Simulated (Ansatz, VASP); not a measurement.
**Two plane-wave programs on KI**

File POSCAR:

```
KI
1.0
    0.0000000000      3.4719025307      3.5625650544
    3.4719025307      0.0000000000      3.5625650544
    3.4719025307      3.4719025307      0.0000000000
K I
1 1
Direct
    0.0000000000      0.0000000000      0.0000000000
    0.5000000000      0.5000000000      0.5000000000
```

Contents of INCAR.step1:

```
SYSTEM = KI
  PREC = Accurate
  ENCUT = 520
  EDIFF = 1E-5
  ISMEAR = 0
  SIGMA = 0.01
  LREAL = .False.
  LASPH = .True.
  NELM = 100
  ALGO = Normal
  ISIF = 2
  LWAVE = .True.
  GGA = PE
  NBANDS = 15
```

File INCAR.step2:

```
SYSTEM = KI
  PREC = Accurate
  ENCUT = 520
  EDIFF = 1E-6
  ISMEAR = 0
  SIGMA = 0.01
  LREAL = .False.
  LASPH = .True.
  NELM = 100
  ALGO = Normal
  ISIF = 2
  LWAVE = .False.
  LCHARG = .True.
  GGA = PE
  LHFCALC = .True.
  HFSCREEN = 0.2079
  PRECFOCK = Normal
  LELF = .True.
  LVHAR = .True.
  ISTART = 1
  NBANDS = 15
```

Contents of KPOINTS:

```
Automatic mesh
0
Gamma
  4 4 4
  0 0 0
```

Input for Ansatz:

```yaml
crystal:
  lattice:
    - [0.0, 3.4719025307, 3.5625650544]
    - [3.4719025307, 0.0, 3.5625650544]
    - [3.4719025307, 3.4719025307, 0.0]
  atoms:
    - { symbol: K, position: [0.0, 0.0, 0.0] }
    - { symbol: I, position: [0.5, 0.5, 0.5] }
kpoints:
  mp_grid: { grid: [4, 4, 4] }
  band_path:
    path:
      - [0.0, 0.0, 0.0]
      - [0.5, 0.0, 0.5]
      - [0.625, 0.25, 0.625]
      - [0.375, 0.375, 0.75]
      - [0.5, 0.5, 0.5]
      - [0.5, 0.25, 0.75]
    npoints: 1
hamiltonian:
  xc: hse06
scf:
  occupations: { method: fixed }
  n_extra_bands: 4
output:
  forces: true
  stress: true
  eigenvalues: true
```

Change from the starting cell: epitaxial_xy strain -2.0%.

Alike in both runs: task single point; functional HSE06; k mesh 4 × 4 × 4; no spin polarisation.

```csv
,VASP,Ansatz
version,VASP 6.6.1,Ansatz 0.2.0
potentials or method,"VASP PAW PBE potentials, release 64 (K_sv, I)","plane waves, PAW"
plane-wave cutoff (eV),520,420
occupations,"gaussian, width 0.01 eV",fixed
valence electrons in the cell,16,26
```

|  | VASP | Ansatz | Ansatz less VASP |
| --- | --- | --- | --- |
| gap on the k mesh at the Fermi level (eV) | 5.02 | 5.03 | +0.012 |
| pressure (GPa) | 0.8 | 0.8 | -0.01 |
| traceless stress, the component that is largest in VASP (GPa) | -0.50 | -0.50 | +0.004 |

VASP's potentials hold 16 valence electrons a cell and Ansatz's 26, so a difference there can come from the potentials and not from the codes. Ansatz's warnings: stress exchange threshold loose, stress scf threshold loose.

Neither program's run includes spin-orbit coupling.
